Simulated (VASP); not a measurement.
A run of VASP 6.6.1 is set up as follows.

File POSCAR:

```
Ti3Al
1.0
    2.9849595887      0.0000000000      0.0000000000
   -1.4924797943      2.5850508331      0.0000000000
    0.0000000000      0.0000000000      9.4073169995
Ti Al
3 1
Direct
    0.3333333333      0.6666666667      0.2494060000
    0.3333333333      0.6666666667      0.7505940000
    0.6666666667      0.3333333333      0.0000000000
    0.6666666667      0.3333333333      0.5000000000
```

The input INCAR.step1:

```
PREC = Accurate
ENCUT = 520
ISMEAR = -1
SIGMA = 0.05
LREAL = False
LASPH = True
NELM = 60
NBANDS = 28
GGA = PE
ALGO = Normal
EDIFF = 1E-4
LWAVE = True
LCHARG = False
```

INCAR.step2

```
PREC = Accurate
ENCUT = 520
EDIFF = 1E-6
ISMEAR = -1
SIGMA = 0.05
LREAL = False
LASPH = True
NELM = 60
ALGO = Normal
ISIF = 2
LWAVE = False
LCHARG = False
METAGGA = R2SCAN
LMIXTAU = True
NBANDS = 28
ISTART = 1
```

The input KPOINTS:

```
regular mesh
0
Gamma
  10 10 3
```

Potentials or basis: VASP PAW PBE potentials, release 64 (Ti_sv, Al).

The run is started by

```console
$ cat potpaw_PBE.64/Ti_sv/POTCAR potpaw_PBE.64/Al/POTCAR > POTCAR
$ cp INCAR.step1 INCAR
$ mpirun -np 1 vasp_std > vasp.out
$ cp INCAR.step2 INCAR
$ mpirun -np 1 vasp_std > vasp.out
```

Predict the largest force.

0.021 eV/Å.

Predict the pressure.

-6.5 GPa.

Stress tensor (GPa, compression positive):
```
-6.41  0.00  0.00
 0.00 -6.41  0.00
 0.00  0.00 -6.80
```

Caveat: the PAW data sets were made with another functional, which shifts forces and pressure a little.
